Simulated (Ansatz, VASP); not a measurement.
## One calculation of Ge, two programs

INCAR

```
SYSTEM = Ge
PREC     = Accurate       ! precision mode
ENCUT    = 520            ! plane-wave cutoff, eV
EDIFF    = 1E-7           ! SCF threshold, eV
ISMEAR   = 0              ! smearing method
SIGMA    = 0.15           ! smearing width, eV
LREAL    = .FALSE.        ! projectors in reciprocal space
LASPH    = .TRUE.         ! aspherical terms in the spheres
NELM     = 100            ! most SCF steps
ALGO     = Normal         ! electronic algorithm
ISIF     = 2              ! what is computed and relaxed
LWAVE    = .FALSE.        ! write WAVECAR
LCHARG   = .FALSE.        ! write CHGCAR
GGA      = PS             ! functional
NBANDS   = 66             ! bands
```

KPOINTS

```
regular mesh
0
G
  8 8 8
  0 0 0
```

POSCAR

```
Ge
1.0
   -3.4696630977      3.4696630977      3.4696630977
    3.4696630977     -3.4696630977      3.4696630977
    3.4696630977      3.4696630977     -3.4696630977
Ge
8
Direct
    0.5000000000      0.0000000000      0.8291184128
    0.7958385091      0.5000000000      0.0000000000
    0.0000000000      0.7958385091      0.5000000000
    0.7041614909      0.7041614909      0.7041614909
    0.5000000000      0.0000000000      0.2041614909
    0.2041614909      0.5000000000      0.0000000000
    0.0000000000      0.2041614909      0.5000000000
    0.2958385091      0.2958385091      0.2958385091
```

Input for Ansatz:

```yaml
crystal:
  lattice:
    - [-3.469663098, 3.469663098, 3.469663098]
    - [3.469663098, -3.469663098, 3.469663098]
    - [3.469663098, 3.469663098, -3.469663098]
  atoms:
    - { symbol: Ge, position: [0.5, 0.0, 0.829118413] }
    - { symbol: Ge, position: [0.7958385093, 0.5, 0.0] }
    - { symbol: Ge, position: [0.0, 0.7958385093, 0.5] }
    - { symbol: Ge, position: [0.7041614907, 0.7041614907, 0.7041614907] }
    - { symbol: Ge, position: [0.5, 0.0, 0.2041614907] }
    - { symbol: Ge, position: [0.2041614907, 0.5, 0.0] }
    - { symbol: Ge, position: [0.0, 0.2041614907, 0.5] }
    - { symbol: Ge, position: [0.2958385093, 0.2958385093, 0.2958385093] }
basis:
  ecutwfc: 420
kpoints:
  mp_grid: { grid: [8, 8, 8] }
hamiltonian:
  xc: pbesol
scf:
  occupations: { method: gaussian, width: 0.15 }
output:
  forces: true
  stress: true
  eigenvalues: true
```

Alike in both runs: task single point; functional PBEsol; k mesh 8 × 8 × 8; occupations gaussian, width 0.15 eV; no spin polarisation.

|  | VASP | Ansatz |
| --- | --- | --- |
| version | VASP 6.6.1 | Ansatz 0.2.0 |
| potentials or method | VASP PAW PBE potentials, release 64 (Ge_d), cutoff 520 eV | scalar-relativistic, plane waves, PAW |
| valence electrons in the cell | 112 | 112 |

Ansatz gave:

| Quantity | Value |
| --- | --- |
| gap on the k mesh at the Fermi level (eV) | none |
| pressure (GPa) | 0.9 |
| traceless stress, the component that is largest in VASP (GPa) | 1.57 |
| rms of the force components (eV/Å) | 0.612 |

Q: Which values does VASP return?

A: gap on the k mesh at the Fermi level (eV): none; pressure (GPa): 0.9; traceless stress, the component that is largest in VASP (GPa): 1.57; rms of the force components (eV/Å): 0.609.

VASP's potentials were made for PBE, not for PBEsol. Atom by atom the forces differ by 0.003 eV/Å (rms over components). A gap of «none» marks a metal or a gap that the smearing closes.
